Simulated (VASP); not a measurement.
# In in VASP: further runs

The runs below take In through single point, relaxation of cell and atoms, with PBEsol.

All numbers are computed with VASP 6.6.1; they aren't measurements. Logs are shortened: lines on timing, memory, paths and dates and some standing lists are left out, and cuts for length are marked.

## (1) The cell of the first run

Symmetry: I4/mmm, No. 139, tetragonal system. The conventional cell has a = 3.803 Å, b = 3.803 Å, c = 3.690 Å, α = 90.00°, β = 90.00°, γ = 90.00°. Within 4.3 Å of In (site symmetry 4/mmm) lie 14 In at 3.26 to 3.80 Å.

## (2) Single point, PBEsol

INCAR reads:

```
ALGO = Normal
EDIFF = 1E-7
ENCUT = 520
GGA = PS
ISIF = 2
ISMEAR = -1
LASPH = True
LCHARG = False
LREAL = False
LWAVE = False
NBANDS = 12
NELM = 60
PREC = Accurate
SIGMA = 0.05
```

KPOINTS reads:

```
k-points
0
Gamma
  10 10 10
```

POSCAR reads:

```
In
1.0
   -1.9016376614      1.9016376614      1.8448747352
    1.9016376614     -1.9016376614      1.8448747352
    1.9016376614      1.9016376614     -1.8448747352
In
1
Direct
    0.0000000000      0.0000000000      0.0000000000
```

Potentials or basis: VASP PAW PBE potentials, release 64 (In_d).

Command:

```
$ cat potpaw_PBE.64/In_d/POTCAR > POTCAR
$ mpirun -np 1 vasp_std > vasp.out
```

OUTCAR:

```text
EDIFF = 1E-7
   ENCUT = 520
   GGA = PS
   ISIF = 2
   ISMEAR = -1
   LASPH = True
   LREAL = False
   NELM = 60
   PREC = Accurate

 ion  position               nearest neighbor table
   1  0.000  0.000  0.000-

  LATTYP: Found a body centered tetragonal cell.
 ALAT       =     3.8032753228
 C/A-ratio  =     0.9701505038

  Lattice vectors:

 A1 = (  -1.9016376614,   1.9016376614,   1.8448747352)
 A2 = (   1.9016376614,  -1.9016376614,   1.8448747352)
 A3 = (   1.9016376614,   1.9016376614,  -1.8448747352)

Analysis of symmetry for initial positions (statically):
=====================================================================
 Subroutine PRICEL returns:
 Original cell was already a primitive cell.

 Routine SETGRP: Setting up the symmetry group for a
 body centered tetragonal supercell.

 Subroutine GETGRP returns: Found 16 space group operations
 (whereof 16 operations were pure point group operations)
 out of a pool of 16 trial point group operations.

The static configuration has the point symmetry D_4h.

Analysis of symmetry for dynamics (positions and initial velocities):
=====================================================================
 Subroutine PRICEL returns:
 Original cell was already a primitive cell.

 Routine SETGRP: Setting up the symmetry group for a
 body centered tetragonal supercell.

 Subroutine GETGRP returns: Found 16 space group operations
 (whereof 16 operations were pure point group operations)
 out of a pool of 16 trial point group operations.

The dynamic configuration has the point symmetry D_4h.

 Subroutine INISYM returns: Found 16 space group operations
 (whereof 16 operations are pure point group operations),
 and found     1 'primitive' translations

----------------------------------------------------------------------------------------

                                     Primitive cell

  volume of cell :      26.6859

  direct lattice vectors                    reciprocal lattice vectors
    -1.901637661  1.901637661  1.844874735     0.000000000  0.262931267  0.271021111
     1.901637661 -1.901637661  1.844874735     0.262931267  0.000000000  0.271021111
     1.901637661  1.901637661 -1.844874735     0.262931267  0.262931267  0.000000000

  length of vectors
     3.261290294  3.261290294  3.261290294     0.377604679  0.377604679  0.371840964

  position of ions in fractional coordinates (direct lattice)
     0.000000000  0.000000000  0.000000000

  ion indices of the primitive-cell ions
   primitive index   ion index
                 1           1

----------------------------------------------------------------------------------------

 KPOINTS: k-points

Automatic generation of k-mesh.
 Grid dimensions read from file:
 generate k-points for:   10   10   10

 Generating k-lattice:

  Cartesian coordinates                     Fractional coordinates (reciprocal lattice)
     0.000000000  0.026293127  0.027102111     0.100000000  0.000000000  0.000000000
     0.026293127  0.000000000  0.027102111     0.000000000  0.100000000  0.000000000
     0.026293127  0.026293127  0.000000000     0.000000000  0.000000000  0.100000000

  Length of vectors
     0.037760468  0.037760468  0.037184096

  Shift w.r.t. Gamma in fractional coordinates (k-lattice)
     0.000000000  0.000000000  0.000000000

 Subroutine IBZKPT returns following result:
 ===========================================

 Found    102 irreducible k-points:

 Following reciprocal coordinates:
            Coordinates               Weight
  0.000000  0.000000  0.000000      1.000000
  0.100000  0.000000  0.000000      8.000000
  0.200000  0.000000  0.000000      8.000000
  0.300000  0.000000 -0.000000      8.000000
  0.400000  0.000000  0.000000      8.000000
  0.500000  0.000000 -0.000000      4.000000
[... 16 lines left out ...]
  0.300000  0.300000 -0.000000      8.000000
  0.400000  0.300000  0.000000     16.000000
 [... further k-points ...]
   k-points           NKPTS =    102   k-points in BZ     NKDIM =    102   number of bands    NBANDS=     12
   number of dos      NEDOS =    301   number of ions     NIONS =      1
   total plane-waves  NPLWV =  13824
   dimension x,y,z NGX =    24 NGY =   24 NGZ =   24
   dimension x,y,z NGXF=    48 NGYF=   48 NGZF=   48
   ions per type =               1
   NGX,Y,Z   is equivalent  to a cutoff of  12.23, 12.23, 12.23 a.u.
   NGXF,Y,Z  is equivalent  to a cutoff of  24.47, 24.47, 24.47 a.u.
 SYSTEM =  unknown system
   PREC   = accura    normal or accurate (medium, high low for compatibility)
   ISTART =      0    job   : 0-new  1-cont  2-samecut
   ICHARG =      2    charge: 1-file 2-atom 10-const
   ISPIN  =      1    spin polarized calculation?
   LNONCOLLINEAR =      F non collinear calculations
   LSORBIT =      F    spin-orbit coupling
   LASPH  =      T    aspherical Exc in radial PAW
   ENCUT  =  520.0 eV  38.22 Ry    6.18 a.u.   6.06  6.06  6.06*2*pi/ulx,y,z
   NELM   =     60;   NELMIN=  2; NELMDL= -5     # of ELM steps
   EDIFF  = 0.1E-06   stopping-criterion for ELM
   LREAL  =      F    real-space projection
   EDIFFG = 0.1E-05   stopping-criterion for IOM
   NSW    =      0    number of steps for IOM
   IBRION =     -1    ionic relax: 0-MD 1-quasi-New 2-CG
   NFREE  =      0    steps in history (QN), initial steepest desc. (CG)
   ISIF   =      2    stress and relaxation
   ISYM   =      2    0-nonsym 1-usesym 2-fastsym
   POTIM  = 0.5000    time-step for ionic-motion
   TEBEG  =    0.0;   TEEND  =   0.0 temperature during run
   PSTRESS=    0.0 pullay stress
   NELECT =      13.0000    total number of electrons
   NUPDOWN=      -1.0000    fix difference up-down
   EMIN   =  10.00;   EMAX   =-10.00  energy-range for DOS
   EFERMI =   0.00;   METHOD = LEGACY
   ISMEAR =    -1;   SIGMA  =   0.05  broadening in eV -4-tet -1-fermi 0-gaus
   EFERMI_NEDOS =   21; number of points for ismear=-14 and -15
   IALGO  =     38    algorithm
   IMIX   =      4    mixing-type and parameters
     AMIX     =   0.40;   BMIX     =  1.00
     AMIX_MAG =   1.60;   BMIX_MAG =  1.00
  volume/ion in A,a.u.               =      26.69       180.09
  Fermi-wavevector in a.u.,A,eV,Ry     =   1.288136  2.434225 22.576080  1.659295
  Thomas-Fermi vector in A             =   2.420108
   LORBIT       =      0    0 simple, 1 ext, 2 COOP (PROOUT), +10 PAW based schemes
   GGA     = PS    functional components
   LHFCALC =     F    Hartree Fock is set to
   AEXX    =    0.0000 exact exchange contribution
   IVDW    =     0    specifies the selected vdW correction
   LEPSILON=     F    determine dielectric tensor
   LRPA    =     F    only Hartree local field effects (RPA)
 non-spin polarized calculation
  energy-cutoff  :      520.00
  volume of cell :       26.69
 maximum number of plane-waves:       732
   NGX = 13   NGY = 13   NGZ = 13

 number of electron      13.0000004 magnetization

 Free energy of the ion-electron system (eV)
  ---------------------------------------------------
  ext. energy  EPLUGINS =         0.00000000
  ---------------------------------------------------
  free energy    TOTEN  =        -2.97357702 eV

  energy without entropy =       -2.96905820  energy(sigma->0) =       -2.97131761

 E-fermi :   7.0439     XC(G=0): -10.3126

 val. band max:        6.9935029968   @ k =  -0.2000  -0.4000   0.2000
 cond. band min:       7.0493084526   @ k =   0.2000   0.2000   0.2000
 fundamental gap:      0.0558054558
 Fermi energy:         7.0438928260

 k-point     1 :       0.0000    0.0000    0.0000
  band No.  band energies     occupation
      1      -7.4505      2.00000
      2      -7.4239      2.00000
      3      -7.4239      2.00000
      4      -7.1781      2.00000
      5      -7.1571      2.00000
      6      -2.2900      2.00000
      7      17.8806      0.00000
      8      17.8806      0.00000
      9      18.1944      0.00000
     10      20.0001      0.00000
     11      20.0001      0.00000
     12      20.3543      0.00000

 k-point     2 :       0.1000    0.0000    0.0000
  band No.  band energies     occupation
      1      -7.4506      2.00000
      2      -7.4156      2.00000
      3      -7.3947      2.00000
      4      -7.1800      2.00000
      5      -7.1650      2.00000
      6      -2.0591      2.00000
      7      16.0719      0.00000
      8      16.9102      0.00000
      9      17.4056      0.00000
     10      18.9794      0.00000
     11      19.2459      0.00000
     12      20.1087      0.00000

 k-point     3 :       0.2000    0.0000    0.0000
  band No.  band energies     occupation
      1      -7.4764      2.00000
      2      -7.4058      2.00000
      3      -7.2907      2.00000
      4      -7.1930      2.00000
      5      -7.1697      2.00000
      6      -1.3581      2.00000
      7      12.6114      0.00000
      8      15.3311      0.00000
      9      16.1886      0.00000
     10      18.0888      0.00000
     11      18.2683      0.00000
     12      20.6714      0.00000

 k-point     4 :       0.3000    0.0000   -0.0000
  band No.  band energies     occupation
      1      -7.5105      2.00000
      2      -7.4226      2.00000
      3      -7.1958      2.00000
      4      -7.1661      2.00000
      5      -7.1557      2.00000
      6      -0.1750      2.00000
      7       9.2717      0.00000
      8      13.9893      0.00000
      9      15.1247      0.00000
     10      17.4640      0.00000
     11      17.5514      0.00000
     12      21.8009      0.00000

 k-point     5 :       0.4000    0.0000    0.0000
  band No.  band energies     occupation
      1      -7.5383      2.00000
      2      -7.4564      2.00000
      3      -7.1862      2.00000
      4      -7.1588      2.00000
      5      -7.0429      2.00000
      6       1.4838      2.00000
      7       6.2854      2.00000
      8      13.1149      0.00000
      9      14.4393      0.00000
     10      17.1093      0.00000
     11      17.1257      0.00000
     12      23.1745      0.00000
[... 228 lines left out ...]
      1      -7.4654      2.00000
      2      -7.4187      2.00000
      3      -7.2196      2.00000
      4      -7.2117      2.00000
      5      -7.1703      2.00000
      6      -0.6926      2.00000
      7      10.6661      0.00000
      8      13.4157      0.00000
      9      15.3436      0.00000
     10      18.7909      0.00000
     11      19.5093      0.00000
     12      20.6088      0.00000

 k-point    22 :      -0.2000    0.2000    0.0000
  band No.  band energies     occupation
      1      -7.4583      2.00000
      2      -7.4214      2.00000
      3      -7.2832      2.00000
      4      -7.2117      2.00000
      5      -7.1646      2.00000
      6      -1.3867      2.00000
      7      12.2338      0.00000
      8      15.7092      0.00000
      9      16.5804      0.00000
     10      18.4483      0.00000
     11      18.7088      0.00000
     12      20.0851      0.00000

 k-point    23 :       0.3000    0.3000   -0.0000
  band No.  band energies     occupation
      1      -7.4960      2.00000
      2      -7.3273      2.00000
      3      -7.2425      2.00000
      4      -7.1729      2.00000
      5      -7.1047      2.00000
      6       3.9212      2.00000
      7       6.0221      2.00000
      8       7.0737      0.71036
      9      13.1457      0.00000
     10      20.0187      0.00000
     11      20.0390      0.00000
     12      22.9696      0.00000

 k-point    24 :       0.4000    0.3000    0.0000
  band No.  band energies     occupation
      1      -7.4902      2.00000
      2      -7.3229      2.00000
      3      -7.2511      2.00000
      4      -7.1654      2.00000
      5      -7.1165      2.00000
      6       3.7476      2.00000
      7       6.1513      2.00000
      8       7.1100      0.42082
      9      13.2476      0.00000
     10      19.9799      0.00000
     11      20.9872      0.00000
     12      21.8095      0.00000

 [... further k-points ...]

------------------------ aborting loop because EDIFF is reached ----------------------------------------

  FORCE on cell =-STRESS in cart. coord.  units (eV):
  Direction    XX          YY          ZZ          XY          YZ          ZX
  --------------------------------------------------------------------------------------
  -------------------------------------------------------------------------------------
  Total       -0.2539098     -0.2539098     -0.1634814      0.0000000      0.0000000      0.0000000
  in kB      -15.2443030    -15.2443030     -9.8151375      0.0000000      0.0000000      0.0000000
  external PRESSURE =     -13.4345812 kB  Pullay stress =       0.0000000 kB

 VOLUME and BASIS-vectors are now :
 -----------------------------------------------------------------------------
  energy-cutoff  :      520.00
  volume of cell :       26.69
      direct lattice vectors                 reciprocal lattice vectors
    -1.901637661  1.901637661  1.844874735     0.000000000  0.262931267  0.271021111
     1.901637661 -1.901637661  1.844874735     0.262931267  0.000000000  0.271021111
     1.901637661  1.901637661 -1.844874735     0.262931267  0.262931267  0.000000000

 POSITION                                       TOTAL-FORCE (eV/Angst)
 -----------------------------------------------------------------------------------
      0.00000      0.00000      0.00000         0.000000      0.000000      0.000000
 -----------------------------------------------------------------------------------
    total drift:                               -0.000000      0.000000      0.000000

  FREE ENERGIE OF THE ION-ELECTRON SYSTEM (eV)
  ---------------------------------------------------
  free  energy   TOTEN  =        -2.9735770232 eV

  energy  without entropy=       -2.9690582025  energy(sigma->0) =       -2.97131761
```

Wall time 12 s (1 thread of AMD EPYC 9R45 (Zen 5), shared host); peak memory 0.12 GiB.

Results:

* Free energy: -2.9736 eV
* Pressure: -1.3 GPa

Levels at points of the mesh, in eV from the Fermi level:
```csv
k point,band 4,band 5,band 6,band 7,band 8,band 9
"(0.00, 0.00, 0.00)",-14.22,-14.20,-9.33,10.84,10.84,11.15
"(0.50, 0.00, 0.00)",-14.20,-14.04,-3.77,-3.00,5.77,7.16
"(0.50, 0.50, 0.00)",-14.22,-14.05,-3.99,-3.10,6.20,7.70
"(0.50, 0.50, 0.50)",-14.09,-14.08,0.92,1.14,1.14,1.76
```

Caveat: the PAW data sets were made with another functional, which shifts forces and pressure a little; spin-orbit coupling is left out, which moves the levels of the heavy elements.

(Continued in part 2 of 2.)
